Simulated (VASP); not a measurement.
Wanted: the native input for a VASP 6.6.1 run.

```yaml
Task: single point
Functional: LDA
Potentials_or_basis: VASP PAW LDA potentials, release 64 (Nb_sv, P)
Cutoff: 520 eV
k_mesh: 11 × 11 × 11
Occupations: fermi-dirac, width 0.05 eV
Spin: no spin polarisation
Dipole_correction: no
Further_INCAR_settings: ALGO = Normal; EDIFF = 1e-07; NBANDS = 26
```

The structure of NbP lies in POSCAR:

```
NbP
1.0
   -1.6749232544      1.6749232544      5.7401081759
    1.6749232544     -1.6749232544      5.7401081759
    1.6749232544      1.6749232544     -5.7401081759
Nb P
2 2
Direct
    0.2498808000      0.7498808000      0.5000000000
    0.4998808000      0.4998808000      0.0000000000
    0.8327477700      0.3327477700      0.5000000000
    0.0827477700      0.0827477700      0.0000000000
```

One way to write it, as run:

INCAR

```
  ALGO = Normal
  EDIFF = 1E-7
  ENCUT = 520
  GGA = CA
  ISIF = 2
  ISMEAR = -1
  LASPH = True
  LCHARG = True
  LELF = True
  LREAL = False
  LVHAR = True
  LWAVE = False
  NBANDS = 26
  NELM = 100
  PREC = Accurate
  SIGMA = 0.05
```

KPOINTS

```
k-points
0
Gamma
  11 11 11
```

Potentials or basis: VASP PAW LDA potentials, release 64 (Nb_sv, P).

Launch:

```console
$ cat potpaw_LDA.64/Nb_sv/POTCAR potpaw_LDA.64/P/POTCAR > POTCAR
$ mpirun -np 1 vasp_std > vasp.out
```

Results of the run:

```
Pressure               : -9.5 GPa
Largest force          : 0.015 eV/Å
Band gap on the k mesh : zero (filled and empty bands touch)
```

Run time: 5.7 min on 1 thread of Intel(R) Xeon(R) Platinum 8488C (Sapphire Rapids) (shared host), peak memory 0.36 GiB.
